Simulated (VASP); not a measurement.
# BaTe in VASP: further runs

BaTe is run at these levels: PBE; tasks: single point.

Everything below comes from runs of VASP 6.6.1. Logs are shortened: lines on timing, memory, paths and dates and some standing lists are left out, and cuts for length are marked.

## 1. The cell of the first run

It takes space group I-4m2 (No. 119, tetragonal). Conventional cell: a = 5.536 Å, b = 5.536 Å, c = 7.672 Å, α = 90.00°, β = 90.00°, γ = 90.00°. Within 4.4 Å of Ba (site symmetry -4m2) lie 4 Te at 3.37 Å. Within 4.4 Å of Te (site symmetry -4m2) lie 4 Ba at 3.37 Å.

## 2. Single point, PBE

The input, INCAR:

```
PREC = Accurate
ENCUT = 520
EDIFF = 1E-7
ISMEAR = 0
SIGMA = 0.05
LREAL = False
LASPH = True
NELM = 60
ALGO = Normal
ISIF = 2
LWAVE = False
LCHARG = True
GGA = PE
LELF = True
LVHAR = True
NBANDS = 15
```

The input, KPOINTS:

```
Automatic mesh
0
Gamma
  8 8 8
```

The input, POSCAR:

```
BaTe
1.0
    0.0000000000      3.9144414212      3.9144414212
    3.8361525928      0.0000000000      3.9144414212
    3.8361525928      3.9144414212      0.0000000000
Ba Te
1 1
Direct
    0.0000000000      0.0000000000      0.0000000000
    0.2500000000      0.2500000000      0.2500000000
```

Potentials or basis: VASP PAW PBE potentials, release 64 (Ba_sv, Te).

Started as:

```sh
$ cat potpaw_PBE.64/Ba_sv/POTCAR potpaw_PBE.64/Te/POTCAR > POTCAR
$ mpirun -np 1 vasp_std > vasp.out
```

OUTCAR:

```text
PREC = Accurate
   ENCUT = 520
   EDIFF = 1E-7
   ISMEAR = 0
   LREAL = False
   LASPH = True
   NELM = 60
   ISIF = 2
   GGA = PE

 ion  position               nearest neighbor table
   1  0.000  0.000  0.000-   2 3.37   2 3.37   2 3.37   2 3.37
   2  0.250  0.250  0.250-   1 3.37   1 3.37   1 3.37   1 3.37

  LATTYP: Found a body centered tetragonal cell.
 ALAT       =     5.5358561470
 C/A-ratio  =     1.3859292911

  Lattice vectors:

 A1 = (  -3.8361525928,   0.0000000000,  -3.9144414212)
 A2 = (  -3.8361525928,   0.0000000000,   3.9144414212)
 A3 = (   3.8361525928,   3.9144414212,   0.0000000000)

Analysis of symmetry for initial positions (statically):
=====================================================================
 Subroutine PRICEL returns:
 Original cell was already a primitive cell.

 Routine SETGRP: Setting up the symmetry group for a
 body centered tetragonal supercell.

 Subroutine GETGRP returns: Found  8 space group operations
 (whereof  8 operations were pure point group operations)
 out of a pool of 16 trial point group operations.

The static configuration has the point symmetry D_2d.

Analysis of symmetry for dynamics (positions and initial velocities):
=====================================================================
 Subroutine PRICEL returns:
 Original cell was already a primitive cell.

 Routine SETGRP: Setting up the symmetry group for a
 body centered tetragonal supercell.

 Subroutine GETGRP returns: Found  8 space group operations
 (whereof  8 operations were pure point group operations)
 out of a pool of 16 trial point group operations.

The dynamic configuration has the point symmetry D_2d.

 Subroutine INISYM returns: Found  8 space group operations
 (whereof  8 operations are pure point group operations),
 and found     1 'primitive' translations

----------------------------------------------------------------------------------------

                                     Primitive cell

  volume of cell :     117.5616

  direct lattice vectors                    reciprocal lattice vectors
     0.000000000  3.914441421  3.914441421    -0.130338924  0.127732145  0.127732145
     3.836152593  0.000000000  3.914441421     0.130338924 -0.127732145  0.127732145
     3.836152593  3.914441421  0.000000000     0.130338924  0.127732145 -0.127732145

  length of vectors
     5.535856147  5.480777167  5.480777167     0.222753758  0.222753758  0.222753758

  position of ions in fractional coordinates (direct lattice)
     0.000000000  0.000000000  0.000000000
     0.250000000  0.250000000  0.250000000

  ion indices of the primitive-cell ions
   primitive index   ion index
                 1           1
                 2           2

----------------------------------------------------------------------------------------

 KPOINTS: Automatic mesh

Automatic generation of k-mesh.
 Grid dimensions read from file:
 generate k-points for:    8    8    8

 Generating k-lattice:

  Cartesian coordinates                     Fractional coordinates (reciprocal lattice)
    -0.016292365  0.015966518  0.015966518     0.125000000  0.000000000  0.000000000
     0.016292365 -0.015966518  0.015966518     0.000000000  0.125000000  0.000000000
     0.016292365  0.015966518 -0.015966518     0.000000000  0.000000000  0.125000000

  Length of vectors
     0.027844220  0.027844220  0.027844220

  Shift w.r.t. Gamma in fractional coordinates (k-lattice)
     0.000000000  0.000000000  0.000000000

 Subroutine IBZKPT returns following result:
 ===========================================

 Found     59 irreducible k-points:

 Following reciprocal coordinates:
            Coordinates               Weight
  0.000000  0.000000  0.000000      1.000000
  0.125000  0.000000  0.000000      8.000000
  0.250000  0.000000  0.000000      8.000000
  0.375000  0.000000  0.000000      8.000000
  0.500000  0.000000  0.000000      4.000000
  0.125000  0.125000  0.000000      4.000000
[... 16 lines left out ...]
  0.250000  0.125000  0.125000      4.000000
  0.375000  0.125000  0.125000      8.000000
 [... further k-points ...]
   k-points           NKPTS =     59   k-points in BZ     NKDIM =     59   number of bands    NBANDS=     15
   number of dos      NEDOS =    301   number of ions     NIONS =      2
   total plane-waves  NPLWV =  74088
   dimension x,y,z NGX =    42 NGY =   42 NGZ =   42
   dimension x,y,z NGXF=    84 NGYF=   84 NGZF=   84
   ions per type =               1   1
   NGX,Y,Z   is equivalent  to a cutoff of  12.61, 12.74, 12.74 a.u.
   NGXF,Y,Z  is equivalent  to a cutoff of  25.23, 25.48, 25.48 a.u.
 SYSTEM =  unknown system
   PREC   = accura    normal or accurate (medium, high low for compatibility)
   ISTART =      0    job   : 0-new  1-cont  2-samecut
   ICHARG =      2    charge: 1-file 2-atom 10-const
   ISPIN  =      1    spin polarized calculation?
   LNONCOLLINEAR =      F non collinear calculations
   LSORBIT =      F    spin-orbit coupling
   LASPH  =      T    aspherical Exc in radial PAW
   ENCUT  =  520.0 eV  38.22 Ry    6.18 a.u.  10.29 10.19 10.19*2*pi/ulx,y,z
   NELM   =     60;   NELMIN=  2; NELMDL= -5     # of ELM steps
   EDIFF  = 0.1E-06   stopping-criterion for ELM
   LREAL  =      F    real-space projection
   EDIFFG = 0.1E-05   stopping-criterion for IOM
   NSW    =      0    number of steps for IOM
   IBRION =     -1    ionic relax: 0-MD 1-quasi-New 2-CG
   NFREE  =      0    steps in history (QN), initial steepest desc. (CG)
   ISIF   =      2    stress and relaxation
   ISYM   =      2    0-nonsym 1-usesym 2-fastsym
   POTIM  = 0.5000    time-step for ionic-motion
   TEBEG  =    0.0;   TEEND  =   0.0 temperature during run
   PSTRESS=    0.0 pullay stress
   NELECT =      16.0000    total number of electrons
   NUPDOWN=      -1.0000    fix difference up-down
   EMIN   =  10.00;   EMAX   =-10.00  energy-range for DOS
   EFERMI =   0.00;   METHOD = LEGACY
   ISMEAR =     0;   SIGMA  =   0.05  broadening in eV -4-tet -1-fermi 0-gaus
   EFERMI_NEDOS =   21; number of points for ismear=-14 and -15
   IALGO  =     38    algorithm
   IMIX   =      4    mixing-type and parameters
     AMIX     =   0.40;   BMIX     =  1.00
     AMIX_MAG =   1.60;   BMIX_MAG =  1.00
  volume/ion in A,a.u.               =      58.78       396.67
  Fermi-wavevector in a.u.,A,eV,Ry     =   0.842092  1.591324  9.648155  0.709119
  Thomas-Fermi vector in A             =   1.956743
   LORBIT       =      0    0 simple, 1 ext, 2 COOP (PROOUT), +10 PAW based schemes
   GGA     = PE    functional components
   LHFCALC =     F    Hartree Fock is set to
   AEXX    =    0.0000 exact exchange contribution
   IVDW    =     0    specifies the selected vdW correction
   LEPSILON=     F    determine dielectric tensor
   LRPA    =     F    only Hartree local field effects (RPA)
 non-spin polarized calculation
 Gauss-broadening in eV      SIGMA  =   0.05
  energy-cutoff  :      520.00
  volume of cell :      117.56
 maximum number of plane-waves:      3190
 NGX is ok and might be reduce to    42
   NGX = 21   NGY = 21   NGZ = 21

 number of electron      16.0000000 magnetization

 Free energy of the ion-electron system (eV)
  ---------------------------------------------------
  ext. energy  EPLUGINS =         0.00000000
  ---------------------------------------------------
  free energy    TOTEN  =        -8.08481551 eV

  energy without entropy =       -8.08481551  energy(sigma->0) =       -8.08481551

 E-fermi :   0.3940     XC(G=0):  -6.7577

 val. band max:        0.1320803711   @ k =   0.5000  -0.2500   0.2500
 cond. band min:       2.7190728607   @ k =   0.0000   0.0000   0.0000
 fundamental gap:      2.5869924896
 Fermi energy:         0.3939757100

 k-point     1 :       0.0000    0.0000    0.0000
  band No.  band energies     occupation
      1     -26.7277      2.00000
      2     -11.9263      2.00000
      3     -11.9223      2.00000
      4     -11.9223      2.00000
      5      -8.6399      2.00000
      6      -0.3504      2.00000
      7      -0.3504      2.00000
      8      -0.3368      2.00000
      9       2.7191      0.00000
     10       4.2041      0.00000
     11       4.3119      0.00000
     12       6.2122      0.00000
     13       6.2122      0.00000
     14       6.3300      0.00000
     15       8.0827      0.00000

 k-point     2 :       0.1250    0.0000    0.0000
  band No.  band energies     occupation
      1     -26.7271      2.00000
      2     -11.9528      2.00000
      3     -11.9270      2.00000
      4     -11.9248      2.00000
      5      -8.5949      2.00000
      6      -0.4323      2.00000
      7      -0.3216      2.00000
      8      -0.3090      2.00000
      9       3.0414      0.00000
     10       4.1293      0.00000
     11       4.2209      0.00000
     12       6.0641      0.00000
     13       6.3966      0.00000
     14       6.4625      0.00000
     15       7.3579      0.00000

 k-point     3 :       0.2500    0.0000    0.0000
  band No.  band energies     occupation
      1     -26.7258      2.00000
      2     -12.0197      2.00000
      3     -11.9322      2.00000
      4     -11.9307      2.00000
      5      -8.4904      2.00000
      6      -0.5590      2.00000
      7      -0.2554      2.00000
      8      -0.2351      2.00000
      9       3.7293      0.00000
     10       4.0849      0.00000
     11       4.1460      0.00000
     12       5.5995      0.00000
     13       6.3696      0.00000
     14       6.3705      0.00000
     15       6.4741      0.00000
[... 343 lines left out ...]
 k-point    23 :       0.2500    0.1250    0.1250
  band No.  band energies     occupation
      1     -26.7263      2.00000
      2     -11.9883      2.00000
      3     -11.9378      2.00000
      4     -11.9266      2.00000
      5      -8.5297      2.00000
      6      -0.5202      2.00000
      7      -0.2885      2.00000
      8      -0.2521      2.00000
      9       3.4854      0.00000
     10       3.9193      0.00000
     11       4.2630      0.00000
     12       5.7754      0.00000
     13       6.2362      0.00000
     14       6.6901      0.00000
     15       7.1892      0.00000

 k-point    24 :       0.3750    0.1250    0.1250
  band No.  band energies     occupation
      1     -26.7250      2.00000
      2     -12.0489      2.00000
      3     -11.9474      2.00000
      4     -11.9325      2.00000
      5      -8.4275      2.00000
      6      -0.5755      2.00000
      7      -0.2195      2.00000
      8      -0.2096      2.00000
      9       3.8903      0.00000
     10       4.0307      0.00000
     11       4.3114      0.00000
     12       5.1387      0.00000
     13       6.0459      0.00000
     14       6.5088      0.00000
     15       6.7901      0.00000

 [... further k-points ...]

------------------------ aborting loop because EDIFF is reached ----------------------------------------

  FORCE on cell =-STRESS in cart. coord.  units (eV):
  Direction    XX          YY          ZZ          XY          YZ          ZX
  --------------------------------------------------------------------------------------
  -------------------------------------------------------------------------------------
  Total        0.4484803      0.4411541      0.4411541     -0.0000000      0.0000000     -0.0000000
  in kB        6.1120727      6.0122283      6.0122283     -0.0000000      0.0000000     -0.0000000
  external PRESSURE =       6.0455098 kB  Pullay stress =       0.0000000 kB

 VOLUME and BASIS-vectors are now :
 -----------------------------------------------------------------------------
  energy-cutoff  :      520.00
  volume of cell :      117.56
      direct lattice vectors                 reciprocal lattice vectors
     0.000000000  3.914441421  3.914441421    -0.130338924  0.127732145  0.127732145
     3.836152593  0.000000000  3.914441421     0.130338924 -0.127732145  0.127732145
     3.836152593  3.914441421  0.000000000     0.130338924  0.127732145 -0.127732145

 POSITION                                       TOTAL-FORCE (eV/Angst)
 -----------------------------------------------------------------------------------
      0.00000      0.00000      0.00000         0.000000      0.000000      0.000000
      1.91808      1.95722      1.95722        -0.000000     -0.000000     -0.000000
 -----------------------------------------------------------------------------------
    total drift:                                0.000000     -0.000000     -0.000000

  FREE ENERGIE OF THE ION-ELECTRON SYSTEM (eV)
  ---------------------------------------------------
  free  energy   TOTEN  =        -8.0848155135 eV

  energy  without entropy=       -8.0848155135  energy(sigma->0) =       -8.08481551
```

Wall time 71 s (1 thread of AMD EPYC 9R45 (Zen 5), shared host); peak memory 0.29 GiB.

What came out:

| Quantity | Value |
| --- | --- |
| Free energy | -8.0848 eV |
| Pressure | 0.6 GPa |
| Band gap on the k mesh | 2.59 eV, indirect (least direct gap 2.89 eV) |

Levels at points of the mesh, in eV from the valence-band top:
| k point | band 6 | band 7 | band 8 | band 9 | band 10 | band 11 |
| --- | --- | --- | --- | --- | --- | --- |
| (0.00, 0.00, 0.00) | -0.48 | -0.48 | -0.47 | 2.59 | 4.07 | 4.18 |
| (0.50, 0.00, 0.00) | -0.73 | -0.30 | -0.27 | 4.00 | 4.33 | 4.34 |
| (0.50, 0.50, 0.00) | -1.03 | -0.02 | 0.00 | 2.89 | 3.90 | 4.98 |
| (0.00, 0.50, 0.50) | -1.01 | -0.04 | -0.04 | 2.93 | 3.92 | 5.00 |

Caveat: spin-orbit coupling is left out, which moves the levels of the heavy elements. A hybrid or GW would open this gap; PBE tends to underestimate it.

## 3. Single point, PBE

This run uses another cell than the first one, of 55.77 Å³/atom, 0.949 times its volume.

The input, INCAR:

```
PREC = Accurate ; ENCUT = 520
EDIFF = 1E-6 ; ISMEAR = 0
SIGMA = 0.05 ; LREAL = F
LASPH = T ; NELM = 80
ALGO = Normal ; ISIF = 2
LWAVE = F ; LCHARG = F
GGA = PE ; NBANDS = 15
```

KPOINTS is that of step 2.

The input, POSCAR:

```
BaTe
1.0
    0.0000000000      3.8206731414      3.8206731414
    3.8206731414      0.0000000000      3.8206731414
    3.8206731414      3.8206731414      0.0000000000
Ba Te
1 1
Direct
    0.0000000000      0.0000000000      0.0000000000
    0.2500000000      0.2500000000      0.2500000000
```

Potentials or basis: VASP PAW PBE potentials, release 64 (Ba_sv, Te).

Started as:

```sh
$ cat potpaw_PBE.64/Ba_sv/POTCAR potpaw_PBE.64/Te/POTCAR > POTCAR
$ mpirun -np 1 vasp_std > vasp.out
```

OUTCAR:

```text
PREC = Accurate
   ENCUT = 520
   EDIFF = 1E-6
   ISMEAR = 0
   LREAL = F
   LASPH = T
   NELM = 80
   ISIF = 2
   GGA = PE

 ion  position               nearest neighbor table
   1  0.000  0.000  0.000-   2 3.31   2 3.31   2 3.31   2 3.31
   2  0.250  0.250  0.250-   1 3.31   1 3.31   1 3.31   1 3.31

  LATTYP: Found a face centered cubic cell.
 ALAT       =     7.6413462828

  Lattice vectors:

 A1 = (   0.0000000000,   3.8206731414,   3.8206731414)
 A2 = (   3.8206731414,   0.0000000000,   3.8206731414)
 A3 = (   3.8206731414,   3.8206731414,   0.0000000000)

Analysis of symmetry for initial positions (statically):
=====================================================================
 Subroutine PRICEL returns:
 Original cell was already a primitive cell.

 Routine SETGRP: Setting up the symmetry group for a
 face centered cubic supercell.

 Subroutine GETGRP returns: Found 24 space group operations
 (whereof 24 operations were pure point group operations)
 out of a pool of 48 trial point group operations.

The static configuration has the point symmetry T_d .

Analysis of symmetry for dynamics (positions and initial velocities):
[... 177 lines left out ...]
     10       4.5412      0.00000
     11       4.5412      0.00000
     12       6.6432      0.00000
     13       6.6432      0.00000
     14       6.6432      0.00000
[... 401 lines left out ...]
      2     -11.8119      2.00000
      3     -11.6219      2.00000
      4     -11.5982      2.00000
      5      -8.0625      2.00000
      6      -0.3263      2.00000
      7      -0.1045      2.00000
      8       0.1683      2.00000
      9       3.6877      0.00000
     10       4.3553      0.00000
     11       4.8522      0.00000
     12       5.9798      0.00000
     13       6.0765      0.00000
     14       6.3660      0.00000
     15       8.2492      0.00000

 [... further k-points ...]

------------------------ aborting loop because EDIFF is reached ----------------------------------------

  FORCE on cell =-STRESS in cart. coord.  units (eV):
  Direction    XX          YY          ZZ          XY          YZ          ZX
  --------------------------------------------------------------------------------------
  -------------------------------------------------------------------------------------
  Total        1.2720469      1.2720469      1.2720469     -0.0000000     -0.0000000      0.0000000
  in kB       18.2710728     18.2710728     18.2710728     -0.0000000     -0.0000000      0.0000000
  external PRESSURE =      18.2710728 kB  Pullay stress =       0.0000000 kB

 VOLUME and BASIS-vectors are now :
 -----------------------------------------------------------------------------
  energy-cutoff  :      520.00
  volume of cell :      111.54
      direct lattice vectors                 reciprocal lattice vectors
     0.000000000  3.820673141  3.820673141    -0.130866992  0.130866992  0.130866992
     3.820673141  0.000000000  3.820673141     0.130866992 -0.130866992  0.130866992
     3.820673141  3.820673141  0.000000000     0.130866992  0.130866992 -0.130866992

 POSITION                                       TOTAL-FORCE (eV/Angst)
 -----------------------------------------------------------------------------------
      0.00000      0.00000      0.00000         0.000000      0.000000      0.000000
      1.91034      1.91034      1.91034        -0.000000     -0.000000     -0.000000
 -----------------------------------------------------------------------------------
    total drift:                               -0.000000     -0.000000     -0.000000

  FREE ENERGIE OF THE ION-ELECTRON SYSTEM (eV)
  ---------------------------------------------------
  free  energy   TOTEN  =        -8.0399150278 eV

  energy  without entropy=       -8.0399150278  energy(sigma->0) =       -8.03991503
```

OSZICAR:

```text
N       E                     dE             d eps       ncg     rms          rms(c)
DAV:   1     0.945884704301E+02    0.94588E+02   -0.59603E+03   870   0.861E+02
DAV:   2    -0.115944926718E+01   -0.95748E+02   -0.87289E+02  1165   0.153E+02
DAV:   3    -0.824166966910E+01   -0.70822E+01   -0.70355E+01  1270   0.464E+01
DAV:   4    -0.841125978391E+01   -0.16959E+00   -0.16955E+00  1166   0.732E+00
DAV:   5    -0.841389182180E+01   -0.26320E-02   -0.26320E-02  1310   0.773E-01    0.397E+00
DAV:   6    -0.806752176816E+01    0.34637E+00   -0.34177E-01   947   0.258E+00    0.268E+00
DAV:   7    -0.801995045374E+01    0.47571E-01   -0.28209E-01  1080   0.241E+00    0.107E+00
DAV:   8    -0.803498308647E+01   -0.15033E-01   -0.32174E-02   940   0.111E+00    0.297E-01
DAV:   9    -0.803816738345E+01   -0.31843E-02   -0.56753E-03  1045   0.424E-01    0.132E-01
DAV:  10    -0.803933124163E+01   -0.11639E-02   -0.80905E-04   968   0.152E-01    0.323E-02
DAV:  11    -0.803989177601E+01   -0.56053E-03   -0.71289E-04   982   0.119E-01    0.391E-02
DAV:  12    -0.803990915995E+01   -0.17384E-04   -0.36330E-05  1199   0.299E-02    0.115E-02
DAV:  13    -0.803991391775E+01   -0.47578E-05   -0.14475E-05  1024   0.171E-02    0.613E-03
DAV:  14    -0.803991510319E+01   -0.11854E-05   -0.23637E-06  1044   0.672E-03    0.656E-03
DAV:  15    -0.803991502784E+01    0.75353E-07   -0.24743E-07   820   0.273E-03
   1 F= -.80399150E+01 E0= -.80399150E+01  d E =-.141870E-19
```

stdout:

```text
POSCAR found type information on POSCAR BaTe
 POSCAR found :  2 types and       2 ions
 scaLAPACK will be used
 LDA part: xc-table for (Slater+PW92), standard interpolation
 POSCAR, INCAR and KPOINTS ok, starting setup
 FFT: planning ... GRIDC
 FFT: planning ... GRID_SOFT
 FFT: planning ... GRID
 WAVECAR not read
 entering main loop
```

It took 31 s on 1 thread of Intel Xeon Platinum 8488C (Sapphire Rapids), shared host; peak memory 0.26 GiB.

What came out:

* Free energy: -8.0399 eV
* Pressure: 1.8 GPa
* Band gap on the k mesh: 2.67 eV, indirect (least direct gap 2.88 eV)

Caveat: spin-orbit coupling is left out, which moves the levels of the heavy elements. A k mesh can miss the band edges.

[end of part 1 of 2]
